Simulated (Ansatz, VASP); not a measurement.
Two plane-wave programs on KF

File INCAR:

```
SYSTEM = KF
ALGO = Normal
EDIFF = 1E-6
ENCUT = 520
GGA = PE
ISIF = 2
ISMEAR = -1
LASPH = .TRUE.
LCHARG = .FALSE.
LREAL = .FALSE.
LWAVE = .FALSE.
NBANDS = 15
NELM = 60
PREC = Accurate
SIGMA = 0.02
```

File KPOINTS:

```
k-points
0
G
  8 8 8
  0 0 0
```

Contents of POSCAR:

```
KF
1.0
    0.0000000000      2.6589605792      2.6589605792
    2.7294230346      0.0000000000      2.6589605792
    2.7294230346      2.6589605792      0.0000000000
K F
1 1
Direct
    0.0000000000      0.0000000000      0.0000000000
    0.5000000000      0.5000000000      0.5000000000
```

Input for Ansatz:

```yaml
crystal:
  lattice:
    - [0.0, 2.6589605792, 2.6589605792]
    - [2.7294230346, 0.0, 2.6589605792]
    - [2.7294230346, 2.6589605792, 0.0]
  atoms:
    - { symbol: K, position: [0.0, 0.0, 0.0] }
    - { symbol: F, position: [0.5, 0.5, 0.5] }
kpoints:
  mp_grid: { grid: [8, 8, 8] }
  band_path:
    path:
      - [0.0, 0.0, 0.0]
      - [0.5, 0.0, 0.5]
      - [0.625, 0.25, 0.625]
      - [0.375, 0.375, 0.75]
      - [0.5, 0.5, 0.5]
      - [0.5, 0.25, 0.75]
    npoints: 1
hamiltonian:
  xc: pbe
scf:
  occupations: { method: fermi_dirac, width: 0.02 }
  n_extra_bands: 4
output:
  forces: true
  stress: true
  eigenvalues: true
```

Change from the starting cell: uniaxial_x strain +2.6%.

Alike in both runs: task single point; functional PBE; k mesh 8 × 8 × 8; occupations fermi-dirac, width 0.02 eV; no spin polarisation.

|  | VASP | Ansatz |
| --- | --- | --- |
| version | VASP 6.6.1 | Ansatz 0.2.0 |
| potentials or method | VASP PAW PBE potentials, release 64 (K_sv, F) | plane waves, PAW |
| plane-wave cutoff (eV) | 520 | 420 |
| valence electrons in the cell | 16 | 16 |

|  | VASP | Ansatz | Ansatz less VASP |
| --- | --- | --- | --- |
| gap on the k mesh at the Fermi level (eV) | 6.09 | 6.11 | +0.016 |
| pressure (GPa) | 1.1 | 1.0 | -0.03 |
| traceless stress, the component that is largest in VASP (GPa) | -0.93 | -0.89 | +0.035 |

With one functional, cell and mesh, what is left measures potentials, basis and numerics.
